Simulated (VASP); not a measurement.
InP:

```
In P
1.0
     0.00000    2.98798    2.98798
     2.98798    0.00000    2.98798
     2.98798    2.98798    0.00000
In P
1 1
Direct
  0.00000 0.00000 0.00000
  0.75000 0.75000 0.75000
```

Base run:

```yaml
Program: VASP 6.6.1
Functional: PBE exchange alone
Potentials_or_basis: VASP PAW PBE potentials, release 64 (In_d, P)
Cutoff: 520 eV
k_mesh: 8 × 8 × 8
Occupations: fermi-dirac, width 0.05 eV
Spin: no spin polarisation
```

Its results: band gap on the k mesh 0.35 eV, direct; pressure 7.6 GPa.

Problem. After a change of settings the same cell gave: band gap on the k mesh 0.17 eV, direct; pressure -4.5 GPa. Which change was it?
A. functional from PBE exchange alone to HSE06; k mesh from 8 × 8 × 8 to 4 × 4 × 4
B. functional from PBE exchange alone to SVWN5
C. functional from PBE exchange alone to revPBE
D. functional from PBE exchange alone to PBE; dispersion from none to D4

Solution. B.

Caveats: spin-orbit coupling is left out, which moves the levels of the heavy elements; the PAW data sets were made with another functional, which shifts forces and pressure a little (some runs).
